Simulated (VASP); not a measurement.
Set up this calculation in VASP 6.6.1, as the native input.

- Task: single point
- Functional: PBEsol
- Potentials or basis: VASP PAW PBE potentials, release 64 (Li_sv)
- Cutoff: 520 eV
- k mesh: 20 × 20 × 20
- Occupations: gaussian, width 0.15 eV
- Spin: no spin polarisation
- Dipole correction: no
- Further INCAR settings: ALGO = Fast; EDIFF = 1e-07; NBANDS = 8

The structure of Li lies in POSCAR:

```
Li
1.0
   -1.8287500000      1.7500000000      1.7500000000
    1.8287500000     -1.7500000000      1.7500000000
    1.8287500000      1.7500000000     -1.7500000000
Li
1
Direct
    0.0000000000      0.0000000000      0.0000000000
```

This cell differs from its parent crystal: strain +0.0450 x Voigt [1, 0, 0, 0, 0, 0].

One way to write it, as run:

INCAR

```
PREC = Accurate
ENCUT = 520
EDIFF = 1E-7
ISMEAR = 0
SIGMA = 0.15
LREAL = F
LASPH = T
NELM = 100
ALGO = Fast
ISIF = 2
LWAVE = F
LCHARG = F
GGA = PS
NBANDS = 8
```

KPOINTS

```
regular mesh
0
Gamma
  20 20 20
```

Potentials or basis: VASP PAW PBE potentials, release 64 (Li_sv).

Command:

```sh
$ cat potpaw_PBE.64/Li_sv/POTCAR > POTCAR
$ mpirun -np 1 vasp_std > vasp.out
```

Run time: 38 s on 1 thread of Intel(R) Xeon(R) 6975P-C (Granite Rapids) (shared host), peak memory 0.2 GiB.
